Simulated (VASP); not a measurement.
Input of a VASP 6.6.1 run:

File INCAR:

```
PREC = Accurate
ENCUT = 520
EDIFF = 1E-7
ISMEAR = -1
SIGMA = 0.1
LREAL = F
LASPH = T
NELM = 100
ALGO = Normal
ISIF = 2
LWAVE = F
LCHARG = F
GGA = RP
NBANDS = 8
```

KPOINTS

```
regular mesh
0
Gamma
  10 10 10
```

The input POSCAR:

```
Sb
1.0
   -1.7250000000      1.7250000000      1.7250000000
    1.7250000000     -1.7250000000      1.7250000000
    1.7250000000      1.7250000000     -1.7250000000
Sb
1
Direct
    0.0000000000      0.0000000000      0.0000000000
```

Potentials or basis: VASP PAW PBE potentials, release 64 (Sb).

The run is started by

```sh
$ cat potpaw_PBE.64/Sb/POTCAR > POTCAR
$ mpirun -np 1 vasp_std > vasp.out
```

(1) Predict the pressure.

## Answers

(1) 34.3 GPa.

Caveat: the PAW data sets were made with another functional, which shifts forces and pressure a little.
